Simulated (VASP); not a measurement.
Wanted: the native input for a VASP 6.6.1 run.

- Task: single point
- Functional: RPBE
- Potentials or basis: VASP PAW PBE potentials, release 64 (Na_pv)
- Cutoff: 520 eV
- k mesh: 11 × 11 × 3
- Occupations: fermi-dirac, width 0.1 eV
- Spin: no spin polarisation
- Dipole correction: no
- Further INCAR settings: ALGO = Normal; EDIFF = 1e-06; NBANDS = 22

The structure of Na lies in POSCAR:

```
Na
1.0
    3.6689825383      0.0000000000      0.0000000000
   -1.8344912691      3.1774320842      0.0000000000
    0.0000000000      0.0000000000     11.9292013252
Na
4
Direct
    0.0000000000      0.0000000000      1.0000000000
    0.0000000000      0.0000000000      0.5000000000
    0.3333333333      0.6666666667      0.2500000000
    0.6666666667      0.3333333333      0.7500000000
```

This cell differs from its parent crystal: volume scaled by 0.88.

These files were run (other wordings do the same):

INCAR

```
  PREC = Accurate
  ENCUT = 520
  EDIFF = 1E-6
  ISMEAR = -1
  SIGMA = 0.1
  LREAL = False
  LASPH = True
  NELM = 80
  ALGO = Normal
  ISIF = 2
  LWAVE = False
  LCHARG = True
  GGA = RP
  LELF = True
  LVHAR = True
  NBANDS = 22
```

KPOINTS

```
Automatic mesh
0
Gamma
  11 11 3
```

Potentials or basis: VASP PAW PBE potentials, release 64 (Na_pv).

Launch:

```console
$ cat potpaw_PBE.64/Na_pv/POTCAR > POTCAR
$ mpirun -np 1 vasp_std > vasp.out
```

Results of the run:

```yaml
Pressure: 1.2 GPa
Band_gap_on_the_k_mesh: zero (band 14 reaches 1.84 eV, above the bottom of band 15 at -1.69 eV)
```

Caveat: the PAW data sets were made with another functional, which shifts forces and pressure a little.

Wall time 54 s on 1 thread of AMD EPYC 7R13 Processor (Zen 3) (shared host), peak memory 0.23 GiB.
